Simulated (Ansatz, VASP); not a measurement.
# Two plane-wave programs on MgS

POSCAR

```
MgS
1.0
    0.0000000000      2.8331200000      2.8331200000
    2.8331200000      0.0000000000      2.8331200000
    2.8331200000      2.8331200000      0.0000000000
Mg S
1 1
Direct
    0.0000000000      0.0000000000      0.0000000000
    0.7500000000      0.7500000000      0.7500000000
```

File INCAR.step1:

```
SYSTEM = MgS
ALGO = Normal ; EDIFF = 1E-4
ENCUT = 520 ; GGA = PE
ISMEAR = 0 ; LASPH = .TRUE.
LCHARG = .FALSE. ; LREAL = .FALSE.
LWAVE = .TRUE. ; NBANDS = 11
NELM = 100 ; PREC = Accurate
SIGMA = 0.01
```

Contents of INCAR.step2:

```
SYSTEM = MgS
ALGO = Normal ; EDIFF = 1E-6
ENCUT = 520 ; ISIF = 2
ISMEAR = 0 ; ISTART = 1
LASPH = .TRUE. ; LCHARG = .FALSE.
LMIXTAU = .TRUE. ; LREAL = .FALSE.
LWAVE = .FALSE. ; METAGGA = R2SCAN
NBANDS = 11 ; NELM = 100
PREC = Accurate ; SIGMA = 0.01
```

Contents of KPOINTS:

```
k-points
0
G
  6 6 6
  0 0 0
```

Input for Ansatz:

```yaml
crystal:
  lattice:
    - [0.0, 2.83312, 2.83312]
    - [2.83312, 0.0, 2.83312]
    - [2.83312, 2.83312, 0.0]
  atoms:
    - { symbol: Mg, position: [0.0, 0.0, 0.0] }
    - { symbol: S, position: [0.75, 0.75, 0.75] }
kpoints:
  mp_grid:
    grid: [6, 6, 6]
    shift: [0.0, 0.0, 0.0]
hamiltonian:
  xc: r2scan
  pseudopotentials:
    kind: paw
scf:
  occupations:
    method: fixed
output:
  optics:
    de: 0.05
    sigma: 0.3
    nscf_kmesh:
      grid: [8, 8, 8]
```

Alike in both runs: task single point; functional r2SCAN; k mesh 6 × 6 × 6; no spin polarisation.

|  | VASP | Ansatz |
| --- | --- | --- |
| version | VASP 6.6.1 | Ansatz 0.2.0 |
| potentials or method | VASP PAW PBE potentials, release 64 (Mg, S) | plane waves, PAW |
| plane-wave cutoff (eV) | 520 | 500 |
| occupations | gaussian, width 0.01 eV | fixed |
| valence electrons in the cell | 8 | 16 |

|  | VASP | Ansatz | Ansatz less VASP |
| --- | --- | --- | --- |
| gap on the k mesh at the Fermi level (eV) | 4.12 | 4.13 | +0.013 |

VASP's potentials were made for PBE, not for r2SCAN. VASP's potentials hold 8 valence electrons a cell and Ansatz's 16, so a difference there can come from the potentials and not from the codes.
